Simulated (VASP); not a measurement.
Zr, 1 atom in the cell. Symmetry: Fm-3m, No. 225, cubic system. The conventional cell has a = 4.529 Å, b = 4.529 Å, c = 4.529 Å, α = 90.00°, β = 90.00°, γ = 90.00°. Within 4.2 Å of Zr (site symmetry m-3m) lie 12 Zr at 3.20 Å. 

```yaml
Program: VASP 6.6.1
Task: single point
Functional: PBE
Potentials_or_basis: VASP PAW PBE potentials, release 64 (Zr_sv)
Cutoff: 500 eV
k_mesh: 6 × 6 × 6
Occupations: gaussian, width 0.1 eV
Spin: no spin polarisation
Dipole_correction: no
Further_INCAR_settings: ALGO = Normal; EDIFF = 1e-06; NBANDS = 12
```

Potentials or basis: VASP PAW PBE potentials, release 64 (Zr_sv).

Launch:

```bash
$ cat potpaw_PBE.64/Zr_sv/POTCAR > POTCAR
$ mpirun -np 1 vasp_std > vasp.out
```

Hardware: 1 thread of Intel(R) Xeon(R) 6975P-C (Granite Rapids), on a shared host.

**Question.** Estimate the wall time of this run.

**Answer.** Run time: 3.3 s on 1 thread of Intel(R) Xeon(R) 6975P-C (Granite Rapids), on a shared host, peak memory 0.12 GiB. Counts: scf iterations 12, k points 16.
